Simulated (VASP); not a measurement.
Here is a VASP 6.6.1 calculation.

File POSCAR:

```
SiMo3
1.0
    4.8890000000      0.0000000000      0.0000000000
    0.0000000000      4.8890000000      0.0000000000
    0.0000000000      0.0000000000      4.8890000000
Mo Si
6 2
Direct
    0.0000000000      0.5000000000      0.2500000000
    0.0000000000      0.5000000000      0.7500000000
    0.5000000000      0.2500000000      0.0000000000
    0.7500000000      0.0000000000      0.5000000000
    0.5000000000      0.7500000000      0.0000000000
    0.2500000000      0.0000000000      0.5000000000
    0.5000000000      0.5000000000      0.5000000000
    0.0000000000      0.0000000000      0.0000000000
```

The input INCAR.step1:

```
ALGO     = Normal         # electronic algorithm
EDIFF    = 1E-4           # SCF threshold, eV
ENCUT    = 600            # plane-wave cutoff, eV
GGA      = PE             # functional
ISMEAR   = -1             # smearing method
LASPH    = True           # aspherical terms in the spheres
LCHARG   = False          # write CHGCAR
LREAL    = False          # projectors in reciprocal space
LWAVE    = True           # write WAVECAR
NELM     = 60             # most SCF steps
PREC     = Accurate       # precision mode
SIGMA    = 0.05           # smearing width, eV
```

INCAR.step2

```
ALGO     = Normal         # electronic algorithm
EDIFF    = 1E-6           # SCF threshold, eV
EDIFFG   = -0.01          # ionic threshold
ENCUT    = 600            # plane-wave cutoff, eV
IBRION   = 2              # ionic algorithm
ISIF     = 3              # what is computed and relaxed
ISMEAR   = -1             # smearing method
ISTART   = 1            
LASPH    = True           # aspherical terms in the spheres
LCHARG   = False          # write CHGCAR
LMIXTAU  = True         
LREAL    = False          # projectors in reciprocal space
LWAVE    = False          # write WAVECAR
METAGGA  = R2SCAN         # meta-GGA
NELM     = 60             # most SCF steps
NSW      = 60             # ionic steps
PREC     = Accurate       # precision mode
SIGMA    = 0.05           # smearing width, eV
```

File KPOINTS:

```
k-points
0
Gamma
  6 6 6
```

Potentials or basis: VASP PAW PBE potentials, release 64 (Mo_sv, Si).

Launch:

```sh
$ cat potpaw_PBE.64/Mo_sv/POTCAR potpaw_PBE.64/Si/POTCAR > POTCAR
$ cp INCAR.step1 INCAR
$ mpirun -np 1 vasp_std > vasp.out
$ cp INCAR.step2 INCAR
$ mpirun -np 1 vasp_std > vasp.out
```

Task: What does it give for the relaxed cell?

Result: a = 4.891 Å, b = 4.891 Å, c = 4.891 Å, α = 90.00°, β = 90.00°, γ = 90.00°.

Task: Predict the band gap on the k mesh.

Result: Zero (band 46 reaches 14.10 eV, above the bottom of band 47 at 11.43 eV).

Task: Predict the relaxed volume.

Result: 14.63 Å³/atom.

Step by step:
```tsv
step	energy change (eV)	largest force (eV/Å)	pressure (GPa)	volume (Å³)
1	0.0000	0.0000	0.34	116.86
2	0.0008	0.0000	-0.82	117.38
3	-0.0002	0.0000	0.00	117.02
```

Caveat: the PAW data sets were made with another functional, which shifts forces and pressure a little.
